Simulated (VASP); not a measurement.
Write the native input for VASP 6.6.1 that does the following.

```yaml
Task: single point
Functional: PBE
Potentials_or_basis: VASP PAW PBE potentials, release 64 (Be, Zn, Se)
Cutoff: 520 eV
k_mesh: 6 × 6 × 6
Occupations: gaussian, width 0.1 eV
Spin: no spin polarisation
Dipole_correction: no
Further_INCAR_settings: ALGO = Normal; EDIFF = 1e-06; NBANDS = 41
```

The structure of Be3Zn2Se5 lies in POSCAR:

```
Be3Zn2Se5
1.0
   -1.8996813000      1.8996813000     13.6555250000
    1.8996813000     -1.8996813000     13.6555250000
    1.8996813000      1.8996813000    -13.6555250000
Be Zn Se
3 2 5
Direct
    0.0000000000      0.0000000000      0.0000000000
    0.5921200000      0.5921200000      0.0000000000
    0.4078800000      0.4078800000      0.0000000000
    0.1939670000      0.1939670000      0.0000000000
    0.8060330000      0.8060330000      0.0000000000
    0.6374240000      0.1374240000      0.5000000000
    0.2500000000      0.7500000000      0.5000000000
    0.8625760000      0.3625760000      0.5000000000
    0.4540010000      0.9540010000      0.5000000000
    0.0459990000      0.5459990000      0.5000000000
```

These files were run (other wordings do the same):

INCAR

```
SYSTEM = Be3Zn2Se5
ALGO = Normal
EDIFF = 1E-6
ENCUT = 520
GGA = PE
ISIF = 2
ISMEAR = 0
LASPH = .TRUE.
LCHARG = .TRUE.
LELF = .TRUE.
LREAL = .FALSE.
LVHAR = .TRUE.
LWAVE = .FALSE.
NBANDS = 41
NELM = 60
PREC = Accurate
SIGMA = 0.1
```

KPOINTS

```
k-points
0
G
  6 6 6
  0 0 0
```

Potentials or basis: VASP PAW PBE potentials, release 64 (Be, Zn, Se).

Launch:

```sh
$ cat potpaw_PBE.64/Be/POTCAR potpaw_PBE.64/Zn/POTCAR potpaw_PBE.64/Se/POTCAR > POTCAR
$ mpirun -np 1 vasp_std > vasp.out
```

Results of the run:

```json
{
  "Pressure": "0.2 GPa",
  "Largest force": "0.015 eV/Å",
  "Band gap on the k mesh": "2.36 eV"
}
```

Run time: 67 min on 1 thread of Intel(R) Xeon(R) Platinum 8488C (Sapphire Rapids) (shared host), peak memory 1.9 GiB.
